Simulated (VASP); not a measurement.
A run of VASP 6.6.1 is set up as follows.

INCAR

```
SYSTEM = CsBr
PREC = Accurate
ENCUT = 500
EDIFF = 1E-7
ISMEAR = 0
SIGMA = 0.01
LREAL = .FALSE.
LASPH = .TRUE.
NELM = 120
ALGO = Normal
ISIF = 3
LWAVE = .FALSE.
LCHARG = .FALSE.
GGA = PS
IBRION = 2
NSW = 100
EDIFFG = -0.002
PSTRESS = 40.0
GGA_COMPAT = .FALSE.
NELMIN = 4
```

Contents of KPOINTS:

```
Automatic mesh
0
G
  6 6 6
  0 0 0
```

The input POSCAR:

```
CsBr
1.0
    4.2401757303      0.0000000000      0.0000000000
    0.0000000000      4.2401757303      0.0000000000
    0.0000000000      0.0000000000      4.2401757303
Cs Br
1 1
Direct
    0.0000000000      0.0000000000      0.0000000000
    0.5000000000      0.5000000000      0.5000000000
```

Potentials or basis: VASP PAW PBE potentials, release 64 (Cs_sv, Br).

Run with:

```sh
$ cat potpaw_PBE.64/Cs_sv/POTCAR potpaw_PBE.64/Br/POTCAR > POTCAR
$ mpirun -np 1 vasp_std > vasp.out
```

(1) What does it give for the space group after relaxing (to 0.05 Å)?

(2) Predict the relaxed cell.

(3) What does it give for the band gap on the k mesh?

(4) Estimate the relaxed volume.

Answers

(1) Pm-3m (No. 221).

(2) a = 4.022 Å, b = 4.022 Å, c = 4.022 Å, α = 90.00°, β = 90.00°, γ = 90.00°.

(3) 4.40 eV, direct.

(4) 32.54 Å³/atom.

Caveat: the cell is relaxed towards a set pressure, so the enthalpy falls and the energy may rise; the PAW data sets were made with another functional, which shifts forces and pressure a little; spin-orbit coupling is left out, which moves the levels of the heavy elements.
